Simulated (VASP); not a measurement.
Set up this calculation in VASP 6.6.1, as the native input.

```
Task                   : single point
Functional             : LDA
Potentials or basis    : VASP PAW LDA potentials, release 64 (Si, O)
Cutoff                 : 520 eV
k mesh                 : 6 × 6 × 4
Occupations            : gaussian, width 0.02 eV
Spin                   : no spin polarisation
Dipole correction      : no
Further INCAR settings : ALGO = Normal; EDIFF = 1e-06; NBANDS = 44
```

The structure of SiO2 lies in POSCAR:

```
SiO2
1.0
    4.9397798722      0.0000000000      0.0000000000
   -2.4698899361      4.2779748585      0.0000000000
    0.0000000000      0.0000000000      8.5650965014
Si O
4 8
Direct
    0.6666666667      0.3333333333      0.9364663920
    0.6666666667      0.3333333333      0.5635336080
    0.3333333333      0.6666666667      0.0635336080
    0.3333333333      0.6666666667      0.4364663920
    0.0000000000      0.3986082431      0.0000000000
    0.3986082431      0.3986082431      0.5000000000
    0.6013917569      0.0000000000      0.5000000000
    0.6013917569      0.6013917569      0.0000000000
    0.0000000000      0.6013917569      0.5000000000
    0.6666666667      0.3333333333      0.7500000000
    0.3333333333      0.6666666667      0.2500000000
    0.3986082431      0.0000000000      0.0000000000
```

This cell differs from its parent crystal: biaxial strain in the a-b plane: -1.5 %, then relaxed in part.

The input as run:

INCAR

```
  PREC = Accurate
  ENCUT = 520
  EDIFF = 1E-6
  ISMEAR = 0
  SIGMA = 0.02
  LREAL = F
  LASPH = T
  NELM = 80
  ALGO = Normal
  ISIF = 2
  LWAVE = F
  LCHARG = T
  LELF = T
  LVHAR = T
  NBANDS = 44
```

KPOINTS

```
Automatic mesh
0
Gamma
  6 6 4
```

Potentials or basis: VASP PAW LDA potentials, release 64 (Si, O).

Command:

```bash
$ cat potpaw_LDA.64/Si/POTCAR potpaw_LDA.64/O/POTCAR > POTCAR
$ mpirun -np 1 vasp_std > vasp.out
```

It gave:

```
Pressure               : 1.0 GPa
Largest force          : 0.029 eV/Å
Band gap on the k mesh : 5.44 eV (least direct gap 5.52 eV)
```

Caveat: the cell differs from its parent crystal (biaxial strain in the a-b plane: -1.5 %, then relaxed in part).

It took 4.8 min on 1 thread of Intel Xeon 8259CL (shared host), peak memory 0.3 GiB.
